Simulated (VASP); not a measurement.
# Se (P3_121) in VASP: further runs

Se is run at these levels: PBE; tasks: single point.

Everything below comes from runs of VASP 6.6.1. Logs are shortened: lines on timing, memory, paths and dates and some standing lists are left out, and cuts for length are marked.

## 1. The cell of the first run

The structure is trigonal, space group P3_121 (No. 152). Conventional cell: a = 4.216 Å, b = 4.216 Å, c = 4.783 Å, α = 90.00°, β = 90.00°, γ = 120.00°. Within 3.0 Å of Se (site symmetry 2) lie 2 Se at 2.29 Å.

## 2. Single point, PBE

Input file INCAR:

```
ALGO = Normal
EDIFF = 1E-6
ENCUT = 500
GGA = PE
GGA_COMPAT = F
ISIF = 2
ISMEAR = 0
LASPH = T
LCHARG = F
LREAL = F
LWAVE = F
NBANDS = 16
NELM = 120
PREC = Accurate
SIGMA = 0.01
```

Input file KPOINTS:

```
k-points
0
Gamma
  5 5 4
```

Input file POSCAR:

```
Se
1.0
    4.2155197511      0.0000000000      0.0000000000
   -2.1077598755      3.6507470806      0.0000000000
    0.0000000000      0.0000000000      4.7826482156
Se
3
Direct
    0.2254000000      0.0000000000      0.3333333333
    0.0000000000      0.2254000000      0.6666666667
    0.7746000000      0.7746000000      0.0000000000
```

Potentials or basis: VASP PAW PBE potentials, release 64 (Se).

Command:

```console
$ cat potpaw_PBE.64/Se/POTCAR > POTCAR
$ mpirun -np 1 vasp_std > vasp.out
```

OUTCAR:

```text
EDIFF = 1E-6
   ENCUT = 500
   GGA = PE
   ISIF = 2
   ISMEAR = 0
   LASPH = T
   LREAL = F
   NELM = 120
   PREC = Accurate

 ion  position               nearest neighbor table
   1  0.225  0.000  0.333-   3 2.29   2 2.29
   2  0.000  0.225  0.667-   3 2.29   1 2.29
   3  0.775  0.775  0.000-   2 2.29   1 2.29

  LATTYP: Found a hexagonal cell.
 ALAT       =     4.2155197511
 C/A-ratio  =     1.1345334616

  Lattice vectors:

 A1 = (   4.2155197511,   0.0000000000,   0.0000000000)
 A2 = (  -2.1077598755,   3.6507470806,   0.0000000000)
 A3 = (   0.0000000000,   0.0000000000,   4.7826482156)

Analysis of symmetry for initial positions (statically):
=====================================================================
 Subroutine PRICEL returns:
 Original cell was already a primitive cell.

 Routine SETGRP: Setting up the symmetry group for a
 hexagonal supercell.

 Subroutine GETGRP returns: Found  6 space group operations
 (whereof  2 operations were pure point group operations)
 out of a pool of 24 trial point group operations.

The static configuration has the point symmetry C_2 .
 The point group associated with its full space group is D_3 .

Analysis of symmetry for dynamics (positions and initial velocities):
=====================================================================
 Subroutine PRICEL returns:
 Original cell was already a primitive cell.

 Routine SETGRP: Setting up the symmetry group for a
 hexagonal supercell.

 Subroutine GETGRP returns: Found  6 space group operations
 (whereof  2 operations were pure point group operations)
 out of a pool of 24 trial point group operations.

The dynamic configuration has the point symmetry C_2 .
 The point group associated with its full space group is D_3 .

 Subroutine INISYM returns: Found  6 space group operations
 (whereof  2 operations are pure point group operations),
 and found     1 'primitive' translations

----------------------------------------------------------------------------------------

                                     Primitive cell

  volume of cell :      73.6040

  direct lattice vectors                    reciprocal lattice vectors
     4.215519751  0.000000000  0.000000000     0.237218673  0.136958269  0.000000000
    -2.107759876  3.650747081  0.000000000     0.000000000  0.273916538  0.000000000
     0.000000000  0.000000000  4.782648216     0.000000000  0.000000000  0.209089181

  length of vectors
     4.215519751  4.215519652  4.782648216     0.273916531  0.273916538  0.209089181

  position of ions in fractional coordinates (direct lattice)
     0.225400000  0.000000000  0.333333333
     1.000000000  0.225400000  0.666666667
     0.774600000  0.774600000  0.000000000

  ion indices of the primitive-cell ions
   primitive index   ion index
                 1           1
                 2           2
                 3           3

----------------------------------------------------------------------------------------

 KPOINTS: k-points

Automatic generation of k-mesh.
 Grid dimensions read from file:
 generate k-points for:    5    5    4

 Generating k-lattice:

  Cartesian coordinates                     Fractional coordinates (reciprocal lattice)
     0.047443735  0.027391654  0.000000000     0.200000000  0.000000000  0.000000000
     0.000000000  0.054783308  0.000000000     0.000000000  0.200000000  0.000000000
     0.000000000  0.000000000  0.052272295     0.000000000  0.000000000  0.250000000

  Length of vectors
     0.054783306  0.054783308  0.052272295

  Shift w.r.t. Gamma in fractional coordinates (k-lattice)
     0.000000000  0.000000000  0.000000000

 Subroutine IBZKPT returns following result:
 ===========================================

 Found     17 irreducible k-points:

 Following reciprocal coordinates:
            Coordinates               Weight
  0.000000  0.000000  0.000000      1.000000
  0.200000 -0.000000  0.000000      6.000000
  0.400000 -0.000000  0.000000      6.000000
  0.200000  0.200000  0.000000      6.000000
  0.400000  0.200000  0.000000      6.000000
  0.000000  0.000000  0.250000      2.000000
[... 9 lines left out ...]
  0.200000  0.200000  0.500000      6.000000
  0.400000  0.200000  0.500000      6.000000
   k-points           NKPTS =     17   k-points in BZ     NKDIM =     17   number of bands    NBANDS=     16
   number of dos      NEDOS =    301   number of ions     NIONS =      3
   total plane-waves  NPLWV =  36864
   dimension x,y,z NGX =    32 NGY =   32 NGZ =   36
   dimension x,y,z NGXF=    64 NGYF=   64 NGZF=   72
   ions per type =               3
   NGX,Y,Z   is equivalent  to a cutoff of  12.62, 12.62, 12.51 a.u.
   NGXF,Y,Z  is equivalent  to a cutoff of  25.24, 25.24, 25.03 a.u.
 SYSTEM =  unknown system
   PREC   = accura    normal or accurate (medium, high low for compatibility)
   ISTART =      0    job   : 0-new  1-cont  2-samecut
   ICHARG =      2    charge: 1-file 2-atom 10-const
   ISPIN  =      1    spin polarized calculation?
   LNONCOLLINEAR =      F non collinear calculations
   LSORBIT =      F    spin-orbit coupling
   LASPH  =      T    aspherical Exc in radial PAW
   ENCUT  =  500.0 eV  36.75 Ry    6.06 a.u.   7.69  7.69  8.72*2*pi/ulx,y,z
   NELM   =    120;   NELMIN=  2; NELMDL= -5     # of ELM steps
   EDIFF  = 0.1E-05   stopping-criterion for ELM
   LREAL  =      F    real-space projection
   EDIFFG = 0.1E-04   stopping-criterion for IOM
   NSW    =      0    number of steps for IOM
   IBRION =     -1    ionic relax: 0-MD 1-quasi-New 2-CG
   NFREE  =      0    steps in history (QN), initial steepest desc. (CG)
   ISIF   =      2    stress and relaxation
   ISYM   =      2    0-nonsym 1-usesym 2-fastsym
   POTIM  = 0.5000    time-step for ionic-motion
   TEBEG  =    0.0;   TEEND  =   0.0 temperature during run
   PSTRESS=    0.0 pullay stress
   NELECT =      18.0000    total number of electrons
   NUPDOWN=      -1.0000    fix difference up-down
   EMIN   =  10.00;   EMAX   =-10.00  energy-range for DOS
   EFERMI =   0.00;   METHOD = LEGACY
   ISMEAR =     0;   SIGMA  =   0.01  broadening in eV -4-tet -1-fermi 0-gaus
   EFERMI_NEDOS =   21; number of points for ismear=-14 and -15
   IALGO  =     38    algorithm
   IMIX   =      4    mixing-type and parameters
     AMIX     =   0.40;   BMIX     =  1.00
     AMIX_MAG =   1.60;   BMIX_MAG =  1.00
  volume/ion in A,a.u.               =      24.53       165.57
  Fermi-wavevector in a.u.,A,eV,Ry     =   1.023761  1.934628 14.260082  1.048086
  Thomas-Fermi vector in A             =   2.157512
   LORBIT       =      0    0 simple, 1 ext, 2 COOP (PROOUT), +10 PAW based schemes
   GGA     = PE    functional components
   LHFCALC =     F    Hartree Fock is set to
   AEXX    =    0.0000 exact exchange contribution
   IVDW    =     0    specifies the selected vdW correction
   LEPSILON=     F    determine dielectric tensor
   LRPA    =     F    only Hartree local field effects (RPA)
 non-spin polarized calculation
 Gauss-broadening in eV      SIGMA  =   0.01
  energy-cutoff  :      500.00
  volume of cell :       73.60
 maximum number of plane-waves:      1907
 NGX is ok and might be reduce to    32
   NGX = 15   NGY = 15   NGZ = 17

 number of electron      17.9999997 magnetization

 Free energy of the ion-electron system (eV)
  ---------------------------------------------------
  ext. energy  EPLUGINS =         0.00000000
  ---------------------------------------------------
  free energy    TOTEN  =       -10.12760301 eV

  energy without entropy =      -10.12760301  energy(sigma->0) =      -10.12760301

 E-fermi :   3.9537     XC(G=0):  -9.3056

 val. band max:        3.8321718891   @ k =   0.4000   0.2000   0.5000
 cond. band min:       4.9581287981   @ k =   0.0000   0.0000   0.5000
 fundamental gap:      1.1259569090
 Fermi energy:         3.9537113132

 k-point     1 :       0.0000    0.0000    0.0000
  band No.  band energies     occupation
      1     -12.9742      2.00000
      2      -8.2313      2.00000
      3      -8.2313      2.00000
      4      -0.4908      2.00000
      5      -0.3262      2.00000
      6      -0.3262      2.00000
[... 8 lines left out ...]
     15      10.2048      0.00000
     16      12.1062      0.00000

 k-point     2 :       0.2000   -0.0000    0.0000
  band No.  band energies     occupation
      1     -12.7983      2.00000
      2      -8.3954      2.00000
      3      -8.2009      2.00000
      4      -1.5014      2.00000
      5      -0.8557      2.00000
      6      -0.1980      2.00000
[... 8 lines left out ...]
     15      11.4541      0.00000
     16      12.2432      0.00000

 k-point     3 :       0.4000   -0.0000    0.0000
  band No.  band energies     occupation
      1     -12.4603      2.00000
      2      -8.7667      2.00000
      3      -8.1499      2.00000
      4      -2.0335      2.00000
      5      -1.3657      2.00000
      6      -0.2479      2.00000
[... 8 lines left out ...]
     15      12.8014      0.00000
     16      13.9471      0.00000

 k-point     4 :       0.2000    0.2000    0.0000
  band No.  band energies     occupation
      1     -12.5336      2.00000
      2      -8.5957      2.00000
      3      -8.2548      2.00000
      4      -1.8542      2.00000
      5      -1.5500      2.00000
      6       0.0667      2.00000
[... 8 lines left out ...]
     15      12.3249      0.00000
     16      13.2151      0.00000
[... 191 lines left out ...]
 k-point    15 :       0.4000   -0.0000    0.5000
  band No.  band energies     occupation
      1     -11.3287      2.00000
      2     -11.1843      2.00000
      3      -6.7382      2.00000
      4      -2.7553      2.00000
      5      -1.1125      2.00000
      6      -0.8620      2.00000
[... 8 lines left out ...]
     15      12.3236      0.00000
     16      13.2621      0.00000

 k-point    16 :       0.2000    0.2000    0.5000
  band No.  band energies     occupation
      1     -11.3536      2.00000
      2     -11.2714      2.00000
      3      -6.5602      2.00000
      4      -2.4747      2.00000
      5      -1.2483      2.00000
      6      -1.1071      2.00000
[... 8 lines left out ...]
     15      12.1472      0.00000
     16      12.8553      0.00000

 k-point    17 :       0.4000    0.2000    0.5000
  band No.  band energies     occupation
      1     -11.2169      2.00000
      2     -11.1210      2.00000
      3      -6.9235      2.00000
      4      -2.7650      2.00000
      5      -1.6434      2.00000
      6      -1.5662      2.00000
[... 8 lines left out ...]
     15      12.6776      0.00000
     16      12.8480      0.00000

------------------------ aborting loop because EDIFF is reached ----------------------------------------

  FORCE on cell =-STRESS in cart. coord.  units (eV):
  Direction    XX          YY          ZZ          XY          YZ          ZX
  --------------------------------------------------------------------------------------
  -------------------------------------------------------------------------------------
  Total        4.1412668      4.1412665      7.0641750      0.0000000      0.0000000      0.0000000
  in kB       90.1451737     90.1451681    153.7696837      0.0000000      0.0000000      0.0000000
  external PRESSURE =     111.3533418 kB  Pullay stress =       0.0000000 kB

 VOLUME and BASIS-vectors are now :
 -----------------------------------------------------------------------------
  energy-cutoff  :      500.00
  volume of cell :       73.60
      direct lattice vectors                 reciprocal lattice vectors
     4.215519751  0.000000000  0.000000000     0.237218673  0.136958269  0.000000000
    -2.107759876  3.650747081  0.000000000     0.000000000  0.273916538  0.000000000
     0.000000000  0.000000000  4.782648216     0.000000000  0.000000000  0.209089181

 POSITION                                       TOTAL-FORCE (eV/Angst)
 -----------------------------------------------------------------------------------
      0.95018      0.00000      1.59422         1.715776      0.000000     -0.000000
     -0.47509      0.82288      3.18843        -0.857888      1.485906     -0.000000
      1.63267      2.82787      0.00000        -0.857888     -1.485906      0.000000
 -----------------------------------------------------------------------------------
    total drift:                                0.000000     -0.000000      0.000000

  FREE ENERGIE OF THE ION-ELECTRON SYSTEM (eV)
  ---------------------------------------------------
  free  energy   TOTEN  =       -10.1276030108 eV

  energy  without entropy=      -10.1276030108  energy(sigma->0) =      -10.12760301
```

Run time: 18 s. Hardware: 1 thread of Intel Xeon Platinum 8259CL at 2.50GHz (Skylake/Cascade Lake), shared host; peak memory 0.18 GiB.

Results:

```
Free energy            : -10.1276 eV
Pressure               : 11.1 GPa
Largest force          : 1.716 eV/Å
Band gap on the k mesh : 1.13 eV (least direct gap 1.47 eV)
```

Forces in eV/Å, atoms in the order of the input:
```
Se   1.716  0.000  0.000
Se  -0.858  1.486  0.000
Se  -0.858 -1.486  0.000
```

Stress tensor (GPa, compression positive):
```
 9.01  0.00  0.00
 0.00  9.01  0.00
 0.00  0.00 15.38
```

Levels at points of the mesh, in eV from the valence-band top:
```tsv
k point	band 5	band 6	band 7	band 8	band 9	band 10	band 11	band 12	band 13	band 14
(0.00, 0.00, 0.00)	-4.16	-4.16	-2.51	-2.51	-0.58	2.03	2.03	2.16	6.19	6.19
(0.00, 0.00, 0.50)	-3.79	-3.79	-1.93	-1.93	-1.40	1.13	1.13	1.22	5.87	6.96
```

Caveat: the cell stands under pressure; an odd mesh through Γ misses points on the zone boundary, where band edges can lie; forces of over 1 eV/Å act on the atoms, so gaps and moduli don't describe the material at rest.

## 3. Single point, PBE

This run uses another cell than the first one, of 25.22 Å³/atom.

INCAR, as its differences from that of step 2:

```diff
@@ -8,4 +8,6 @@
 LASPH = T
-LCHARG = F
+LCHARG = T
+LELF = T
 LREAL = F
+LVHAR = T
 LWAVE = F
```

KPOINTS is that of step 2.

Input file POSCAR:

```
Se
1.0
    4.2541964046      0.0000000000      0.0000000000
   -2.1270982023      3.6842420441      0.0000000000
    0.0000000000      0.0000000000      4.8265281732
Se
3
Direct
    0.2254000000      0.0000000000      0.3333333333
    0.0000000000      0.2254000000      0.6666666667
    0.7746000000      0.7746000000      0.0000000000
```

Potentials or basis: VASP PAW PBE potentials, release 64 (Se).

Command:

```console
$ cat potpaw_PBE.64/Se/POTCAR > POTCAR
$ mpirun -np 1 vasp_std > vasp.out
```

OUTCAR:

```text
EDIFF = 1E-6
   ENCUT = 500
   GGA = PE
   ISIF = 2
   ISMEAR = 0
   LASPH = T
   LREAL = F
   NELM = 120
   PREC = Accurate

 ion  position               nearest neighbor table
   1  0.225  0.000  0.333-   3 2.31   2 2.31
   2  0.000  0.225  0.667-   3 2.31   1 2.31
   3  0.775  0.775  0.000-   2 2.31   1 2.31

  LATTYP: Found a hexagonal cell.
 ALAT       =     4.2541964046
 C/A-ratio  =     1.1345334616

  Lattice vectors:

 A1 = (   4.2541964046,   0.0000000000,   0.0000000000)
 A2 = (  -2.1270982023,   3.6842420441,   0.0000000000)
 A3 = (   0.0000000000,   0.0000000000,   4.8265281732)

Analysis of symmetry for initial positions (statically):
=====================================================================
 Subroutine PRICEL returns:
 Original cell was already a primitive cell.

 Routine SETGRP: Setting up the symmetry group for a
 hexagonal supercell.

 Subroutine GETGRP returns: Found  6 space group operations
 (whereof  2 operations were pure point group operations)
 out of a pool of 24 trial point group operations.

[... 158 lines left out ...]

 E-fermi :   3.6234     XC(G=0):  -9.1839

 val. band max:        3.5110385244   @ k =   0.4000   0.2000   0.5000
 cond. band min:       4.6730441868   @ k =   0.0000   0.0000   0.5000
 fundamental gap:      1.1620056625
 Fermi energy:         3.6233660306

 k-point     1 :       0.0000    0.0000    0.0000
  band No.  band energies     occupation
      1     -13.0266      2.00000
      2      -8.4484      2.00000
      3      -8.4484      2.00000
      4      -0.6495      2.00000
      5      -0.5553      2.00000
      6      -0.5553      2.00000
[... 300 lines left out ...]
      3      -7.1857      2.00000
      4      -2.8631      2.00000
      5      -1.7740      2.00000
      6      -1.6971      2.00000
[... 8 lines left out ...]
     15      12.3552      0.00000
     16      12.5237      0.00000

------------------------ aborting loop because EDIFF is reached ----------------------------------------

  FORCE on cell =-STRESS in cart. coord.  units (eV):
  Direction    XX          YY          ZZ          XY          YZ          ZX
  --------------------------------------------------------------------------------------
  -------------------------------------------------------------------------------------
  Total        3.2995533      3.2995531      5.6654863      0.0000000      0.0000000      0.0000000
  in kB       69.8819784     69.8819741    119.9906035      0.0000000      0.0000000      0.0000000
  external PRESSURE =      86.5848520 kB  Pullay stress =       0.0000000 kB

 VOLUME and BASIS-vectors are now :
 -----------------------------------------------------------------------------
  energy-cutoff  :      500.00
  volume of cell :       75.65
      direct lattice vectors                 reciprocal lattice vectors
     4.254196405  0.000000000  0.000000000     0.235062020  0.135713125  0.000000000
    -2.127098202  3.684242044  0.000000000     0.000000000  0.271426249  0.000000000
     0.000000000  0.000000000  4.826528173     0.000000000  0.000000000  0.207188265

 POSITION                                       TOTAL-FORCE (eV/Angst)
 -----------------------------------------------------------------------------------
      0.95890      0.00000      1.60884         1.350844      0.000000     -0.000000
     -0.47945      0.83043      3.21769        -0.675422      1.169865     -0.000000
      1.64765      2.85381      0.00000        -0.675422     -1.169865      0.000000
 -----------------------------------------------------------------------------------
    total drift:                               -0.000000     -0.000000      0.000000

  FREE ENERGIE OF THE ION-ELECTRON SYSTEM (eV)
  ---------------------------------------------------
  free  energy   TOTEN  =       -10.2536174934 eV

  energy  without entropy=      -10.2536174934  energy(sigma->0) =      -10.25361749
```

stdout:

```text
POSCAR found type information on POSCAR Se
 POSCAR found :  1 types and       3 ions
 scaLAPACK will be used
 LDA part: xc-table for (Slater+PW92), standard interpolation
 POSCAR, INCAR and KPOINTS ok, starting setup
 FFT: planning ... GRIDC
 FFT: planning ... GRID_SOFT
 FFT: planning ... GRID
 WAVECAR not read
 entering main loop
```

Wall time 16 s (1 thread of Intel Xeon Platinum 8259CL at 2.50GHz (Skylake/Cascade Lake), shared host); peak memory 0.18 GiB.

Results:

| Quantity | Value |
| --- | --- |
| Free energy | -10.2536 eV |
| Pressure | 8.7 GPa |
| Largest force | 1.351 eV/Å |
| Band gap on the k mesh | 1.16 eV (least direct gap 1.44 eV) |

Forces on the atoms (eV/Å):
```
Se   1.351  0.000  0.000
Se  -0.675  1.170  0.000
Se  -0.675 -1.170  0.000
```

Levels at points of the mesh, in eV from the valence-band top:
```tsv
k point	band 6	band 7	band 8	band 9	band 10	band 11	band 12	band 13
(0.00, 0.00, 0.00)	-4.07	-2.38	-2.38	-0.52	2.00	2.00	2.18	6.28
(0.00, 0.00, 0.50)	-3.67	-1.82	-1.82	-1.32	1.16	1.16	1.25	5.98
```

Caveat: the cell stands under pressure; an odd mesh through Γ misses points on the zone boundary, where band edges can lie; forces of over 1 eV/Å act on the atoms, so gaps and moduli don't describe the material at rest.
